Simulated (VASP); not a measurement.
# InH3O3 (R-3) in VASP: electric field gradients with r2SCAN

Aim: the electric field gradients of InH3O3 with r2SCAN.

Everything below comes from runs of VASP 6.6.1. Logs are shortened: lines on timing, memory, paths and dates and some standing lists are left out, and cuts for length are marked.

**1. The cell of the first run**

Symmetry: R-3, No. 148, trigonal system. The conventional cell has a = 11.218 Å, b = 11.218 Å, c = 6.941 Å, α = 90.00°, β = 90.00°, γ = 120.00°. In (site symmetry -1) has 6 O at 2.15 to 2.19 Å and 6 H at 2.63 to 2.64 Å within 2.8 Å. In (site symmetry -3) has 6 O at 2.18 Å and 6 H at 2.61 Å within 2.9 Å. Within 1.3 Å of H (site symmetry 1) lie 1 O at 0.99 Å. Within 1.3 Å of H (site symmetry 1) lie 1 O at 0.99 Å. Within 1.3 Å of O (site symmetry 1) lie 1 H at 0.99 Å. Within 1.3 Å of O (site symmetry 1) lie 1 H at 0.99 Å.

**2. Electric field gradients, r2SCAN**

Input file POSCAR:

```
InH3O3
1.0
    5.6089385675      3.2383221918      2.3137680914
   -5.6089385675      3.2383221918      2.3137680914
    0.0000000000     -6.4766443836      2.3137680914
In H O
4 12 12
Direct
    0.0000000000      0.0000000000      0.5000000000
    0.5000000000      0.5000000000      0.5000000000
    0.5000000000      0.0000000000      0.0000000000
    0.0000000000      0.5000000000      0.0000000000
    0.4523777800      0.1754928200      0.6254437500
    0.5476222200      0.8245071800      0.3745562500
    0.3133707900      0.9560861600      0.2706949500
    0.6866292100      0.0439138400      0.7293050500
    0.0439138400      0.7293050500      0.6866292100
    0.9560861600      0.2706949500      0.3133707900
    0.8245071800      0.3745562500      0.5476222200
    0.1754928200      0.6254437500      0.4523777800
    0.3745562500      0.5476222200      0.8245071800
    0.6254437500      0.4523777800      0.1754928200
    0.7293050500      0.6866292100      0.0439138400
    0.2706949500      0.3133707900      0.9560861600
    0.3280372100      0.1681582600      0.4944079100
    0.6719627900      0.8318417400      0.5055920900
    0.3201133100      0.8328642800      0.1512376300
    0.6798866900      0.1671357200      0.8487623700
    0.1671357200      0.8487623700      0.6798866900
    0.8328642800      0.1512376300      0.3201133100
    0.8318417400      0.5055920900      0.6719627900
    0.1681582600      0.4944079100      0.3280372100
    0.5055920900      0.6719627900      0.8318417400
    0.4944079100      0.3280372100      0.1681582600
    0.8487623700      0.6798866900      0.1671357200
    0.1512376300      0.3201133100      0.8328642800
```

Input file INCAR.step1:

```
SYSTEM = InH3O3
ALGO = Normal
EDIFF = 1E-4
ENCUT = 520
GGA = PE
ISMEAR = -1
LASPH = .True.
LCHARG = .False.
LREAL = Auto
LWAVE = .True.
NBANDS = 88
NELM = 100
PREC = Accurate
SIGMA = 0.02
```

Input file INCAR.step2:

```
SYSTEM = InH3O3
ALGO = Normal
EDIFF = 1E-8
ENCUT = 520
ISIF = 2
ISMEAR = -1
ISTART = 1
LASPH = .True.
LCHARG = .False.
LEFG = .True.
LMIXTAU = .True.
LREAL = Auto
LWAVE = .False.
METAGGA = R2SCAN
NBANDS = 88
NELM = 100
PREC = Accurate
SIGMA = 0.02
```

Input file KPOINTS:

```
k-points
0
Gamma
  4 4 4
  0 0 0
```

Potentials or basis: VASP PAW PBE potentials, release 64 (In_d, H, O).

Run with:

```sh
> cat potpaw_PBE.64/In_d/POTCAR potpaw_PBE.64/H/POTCAR potpaw_PBE.64/O/POTCAR > POTCAR
> cp INCAR.step1 INCAR
> mpirun -np 1 vasp_std > vasp.out
> cp INCAR.step2 INCAR
> mpirun -np 1 vasp_std > vasp.out
```

OUTCAR:

```text
SYSTEM = InH3O3
   EDIFF = 1E-8
   ENCUT = 520
   ISIF = 2
   ISMEAR = -1
   ISTART = 1
   LASPH = .True.
   LREAL = Auto
   METAGGA = R2SCAN
   NELM = 100
   PREC = Accurate

 ion  position               nearest neighbor table
   1  0.000  0.000  0.500-  21 2.15  22 2.15  27 2.18  28 2.18  17 2.19  18 2.19   2 3.98   2 3.98
                             4 3.98   4 3.98   3 3.98   3 3.98
   2  0.500  0.500  0.500-  17 2.18  18 2.18  25 2.18  26 2.18  23 2.18  24 2.18   1 3.98   1 3.98
                             4 3.98   3 3.98   4 3.98   3 3.98
   3  0.500  0.000  0.000-  19 2.15  20 2.15  21 2.18  22 2.18  25 2.19  26 2.19   4 3.98   4 3.98
                             1 3.98   2 3.98   1 3.98   2 3.98
   4  0.000  0.500  0.000-  27 2.15  28 2.15  19 2.18  20 2.18  23 2.19  24 2.19   3 3.98   3 3.98
                             1 3.98   1 3.98   2 3.98   2 3.98
   5  0.452  0.175  0.625-  17 0.99
   6  0.548  0.825  0.375-  18 0.99
   7  0.313  0.956  0.271-  19 0.99
   8  0.687  0.044  0.729-  20 0.99
   9  0.044  0.729  0.687-  21 0.99
  10  0.956  0.271  0.313-  22 0.99
  11  0.825  0.375  0.548-  23 0.99
  12  0.175  0.625  0.452-  24 0.99
  13  0.375  0.548  0.825-  25 0.99
  14  0.625  0.452  0.175-  26 0.99
  15  0.729  0.687  0.044-  27 0.99
  16  0.271  0.313  0.956-  28 0.99
  17  0.328  0.168  0.494-   5 0.99   2 2.18   1 2.19
  18  0.672  0.832  0.506-   6 0.99   2 2.18   1 2.19
  19  0.320  0.833  0.151-   7 0.99   3 2.15   4 2.18
  20  0.680  0.167  0.849-   8 0.99   3 2.15   4 2.18
  21  0.167  0.849  0.680-   9 0.99   1 2.15   3 2.18
  22  0.833  0.151  0.320-  10 0.99   1 2.15   3 2.18
  23  0.832  0.506  0.672-  11 0.99   2 2.18   4 2.19
  24  0.168  0.494  0.328-  12 0.99   2 2.18   4 2.19
  25  0.506  0.672  0.832-  13 0.99   2 2.18   3 2.19
  26  0.494  0.328  0.168-  14 0.99   2 2.18   3 2.19
  27  0.849  0.680  0.167-  15 0.99   4 2.15   1 2.18
  28  0.151  0.320  0.833-  16 0.99   4 2.15   1 2.18

  LATTYP: Found a trigonal (rhomboedric) cell.
 ALAT       =     6.8775319158
 COS(alpha) =    -0.3302281484

  Lattice vectors:

 A1 = (   5.6089385675,   3.2383221918,   2.3137680914)
 A2 = (  -5.6089385675,   3.2383221918,   2.3137680914)
[... 1384 lines left out ...]
     80      12.0821      0.00000
 [bands above 80 left out]

------------------------ aborting loop because EDIFF is reached ----------------------------------------

  FORCE on cell =-STRESS in cart. coord.  units (eV):
  Direction    XX          YY          ZZ          XY          YZ          ZX
  --------------------------------------------------------------------------------------
  -------------------------------------------------------------------------------------
  Total        0.2519736      0.2519736      0.2293902     -0.0000097      0.0000000     -0.0000000
  in kB        1.6010093      1.6010093      1.4575172     -0.0000615      0.0000000     -0.0000000
  external PRESSURE =       1.5531786 kB  Pullay stress =       0.0000000 kB

 VOLUME and BASIS-vectors are now :
 -----------------------------------------------------------------------------
  energy-cutoff  :      520.00
  volume of cell :      252.16
      direct lattice vectors                 reciprocal lattice vectors
     5.608938568  3.238322192  2.313768091     0.089143426  0.051466981  0.144065144
    -5.608938568  3.238322192  2.313768091    -0.089143426  0.051466981  0.144065144
     0.000000000 -6.476644384  2.313768091     0.000000000 -0.102933962  0.144065144

 POSITION                                       TOTAL-FORCE (eV/Angst)
 -----------------------------------------------------------------------------------
      0.00000     -3.23832      1.15688        -0.000000     -0.000000     -0.000000
      0.00000      0.00000      3.47065        -0.000000     -0.000000     -0.000000
      2.80447      1.61916      1.15688        -0.000000     -0.000000     -0.000000
     -2.80447      1.61916      1.15688        -0.000000     -0.000000     -0.000000
      1.55303     -2.01753      2.89988         0.006530     -0.000258     -0.001950
     -1.55303      2.01753      4.04143        -0.006530      0.000258      0.001950
[... 20 lines left out ...]
      0.94721      3.86778      3.92365         0.006031     -0.009789      0.009487
     -0.94721     -3.86778      3.01765        -0.006031      0.009789     -0.009487
 -----------------------------------------------------------------------------------
    total drift:                                0.000000     -0.000000     -0.000000

  FREE ENERGIE OF THE ION-ELECTRON SYSTEM (eV)
  ---------------------------------------------------
  free  energy   TOTEN  =      -241.9336438155 eV

  energy  without entropy=     -241.9336438155  energy(sigma->0) =     -241.93364382

 Electric field gradients (V/A^2)
---------------------------------------------------------------------
 ion       V_xx      V_yy      V_zz      V_xy      V_xz      V_yz
---------------------------------------------------------------------
   1     -15.642    22.237    -6.595    17.187    -4.167     5.275
   2     -26.995   -26.995    53.990     0.000    -0.000     0.000
   3      27.651   -21.057    -6.595     7.808    -2.485    -6.246
   4      -2.118     8.712    -6.595   -24.995     6.652     0.972
   5       4.584    -6.808     2.223   -13.905    19.981   -12.075
   6       4.584    -6.808     2.223   -13.905    19.981   -12.075
[... 20 lines left out ...]
  27      41.299   -41.029    -0.270   -16.741    29.068   -54.588
  28      41.299   -41.029    -0.270   -16.741    29.068   -54.588
---------------------------------------------------------------------

 Electric field gradients after diagonalization (V/A^2)
 (convention: |V_zz| > |V_xx| > |V_yy|)
----------------------------------------------------------------------
 ion       V_xx      V_yy      V_zz     asymmetry (V_yy - V_xx)/ V_zz
----------------------------------------------------------------------
   1     -24.204    -5.001    29.205       0.658
   2     -26.995   -26.995    53.990       0.000
   3     -24.204    -5.001    29.205       0.658
   4     -24.204    -5.001    29.205       0.658
   5     -16.937   -15.183    32.120       0.055
   6     -16.937   -15.183    32.120       0.055
[... 20 lines left out ...]
  27      72.962     6.027   -78.989       0.847
  28      72.962     6.027   -78.989       0.847
----------------------------------------------------------------------

           NMR quadrupolar parameters

 Cq : quadrupolar parameter    Cq=e*Q*V_zz/h
 eta: asymmetry parameters     (V_yy - V_xx)/ V_zz
 Q  : nuclear electric quadrupole moment in mb (millibarn)
----------------------------------------------------------------------
 ion       Cq(MHz)       eta       Q (mb)
----------------------------------------------------------------------
   1       0.071       0.658       1.000
   2       0.131       0.000       1.000
   3       0.071       0.658       1.000
   4       0.071       0.658       1.000
   5       0.078       0.055       1.000
   6       0.078       0.055       1.000
[... 20 lines left out ...]
  27      -0.191       0.847       1.000
  28      -0.191       0.847       1.000
----------------------------------------------------------------------
```

OUTCAR.step1:

```text
SYSTEM = InH3O3
   EDIFF = 1E-4
   ENCUT = 520
   GGA = PE
   ISMEAR = -1
   LASPH = .True.
[... 1459 lines left out ...]
     -1.55303      2.01753      4.04143        -0.253726      0.161969     -0.238891
[... 20 lines left out ...]
      0.94721      3.86778      3.92365         0.186107     -0.235389      0.086031
     -0.94721     -3.86778      3.01765        -0.186107      0.235389     -0.086031
 -----------------------------------------------------------------------------------
    total drift:                                0.000000     -0.000000     -0.000000

  FREE ENERGIE OF THE ION-ELECTRON SYSTEM (eV)
  ---------------------------------------------------
  free  energy   TOTEN  =      -145.3327533925 eV

  energy  without entropy=     -145.3327533924  energy(sigma->0) =     -145.33275339
```

Wall time 30 min (1 thread of Intel Xeon 6975P-C (Granite Rapids), shared host); peak memory 0.55 GiB.

What came out:

- Free energy: -241.9336 eV
- Pressure: 0.2 GPa
- Largest force: 0.026 eV/Å
- Band gap on the k mesh: 3.56 eV (least direct gap 3.64 eV)
- Largest electric field gradient by atom: In +29.2, +54.0 (each value once); H +32.1, +29.8 (each value once); O +86.1, -79.0 (each value once) V/Å²

Forces in eV/Å, atoms in the order of the input:
```
In   0.000  0.000  0.000
In   0.000  0.000  0.000
In   0.000  0.000  0.000
In   0.000  0.000  0.000
H    0.007  0.000 -0.002
H   -0.007  0.000  0.002
H   -0.025 -0.004  0.007
H    0.025  0.004 -0.007
H   -0.009 -0.023 -0.007
H    0.009  0.023  0.007
H    0.003  0.006  0.002
H   -0.003 -0.006 -0.002
H    0.003 -0.006  0.002
H   -0.003  0.006 -0.002
H   -0.015  0.020 -0.007
H    0.015 -0.020  0.007
O   -0.006  0.016 -0.013
O    0.006 -0.016  0.013
O    0.011  0.000 -0.009
O   -0.011  0.000  0.009
O    0.005  0.010  0.009
O   -0.005 -0.010 -0.009
O   -0.017  0.002  0.013
O    0.017 -0.002 -0.013
O    0.010  0.013  0.013
O   -0.010 -0.013 -0.013
O    0.006 -0.010  0.009
O   -0.006  0.010 -0.009
```

Electric field gradients, principal values (V/Å²):
```tsv
atom	least	middle	greatest (by size)
1 In	-5.001	-24.204	29.205
2 In	-26.995	-26.995	53.990
3 In	-5.001	-24.204	29.205
4 In	-5.001	-24.204	29.205
5 H	-15.183	-16.937	32.120
6 H	-15.183	-16.937	32.120
7 H	-13.824	-16.014	29.838
8 H	-13.824	-16.014	29.838
9 H	-13.824	-16.014	29.838
10 H	-13.824	-16.014	29.838
11 H	-15.183	-16.937	32.120
12 H	-15.183	-16.937	32.120
13 H	-15.183	-16.937	32.120
14 H	-15.183	-16.937	32.120
15 H	-13.824	-16.014	29.838
16 H	-13.824	-16.014	29.838
17 O	-4.541	-81.576	86.116
18 O	-4.541	-81.576	86.116
19 O	6.027	72.962	-78.989
20 O	6.027	72.962	-78.989
21 O	6.027	72.962	-78.989
22 O	6.027	72.962	-78.989
23 O	-4.541	-81.576	86.116
24 O	-4.541	-81.576	86.116
25 O	-4.541	-81.576	86.116
26 O	-4.541	-81.576	86.116
27 O	6.027	72.962	-78.989
28 O	6.027	72.962	-78.989
```

Caveat: without QUAD_EFG the Cq values of the log hold for a quadrupole moment of 1 mb, not for the nuclei; the PAW data sets were made with another functional, which shifts forces and pressure a little; spin-orbit coupling is left out, which moves the levels of the heavy elements. A k mesh can miss the band edges.
